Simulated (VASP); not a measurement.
The system is Mg3MoN4.

```
Mg Mo N
1.0
     6.72675    0.00000    0.00000
     0.00000    5.81485    0.00000
     0.00000    0.00000    5.23513
Mg Mo N
6 2 8
Direct
  0.25223 0.16879 0.85707
  0.74777 0.16879 0.85707
  0.24777 0.83121 0.35707
  0.75223 0.83121 0.35707
  0.00000 0.66123 0.85890
  0.50000 0.33877 0.35890
  0.00000 0.32928 0.34952
  0.50000 0.67072 0.84952
  0.00000 0.63487 0.45609
  0.50000 0.36513 0.95609
  0.00000 0.32651 0.99757
  0.50000 0.67349 0.49757
  0.76946 0.17745 0.45670
  0.23054 0.17745 0.45670
  0.73054 0.82255 0.95670
  0.26946 0.82255 0.95670
```

Base run:

| Quantity | Value |
| --- | --- |
| Program | VASP 6.6.1 |
| Functional | PBE |
| Potentials or basis | VASP PAW PBE potentials, release 64 (Mg, Mo_sv, N) |
| Cutoff | 520 eV |
| k mesh | 4 × 5 × 6 |
| Occupations | fermi-dirac, width 0.02 eV |
| Spin | no spin polarisation |

Its results: band gap on the k mesh 3.12 eV (least direct gap 3.18 eV); pressure 2.8 GPa; largest force 0.256 eV/Å.

Task: The run is repeated on the same cell with these changes: functional from PBE to r2SCAN. What comes out?

Result: Band gap on the k mesh 3.47 eV (least direct gap 3.53 eV); pressure -0.1 GPa; largest force 0.150 eV/Å.

Caveats: an odd mesh through Γ misses points on the zone boundary, where band edges can lie; the PAW data sets were made with another functional, which shifts forces and pressure a little (at least some runs).
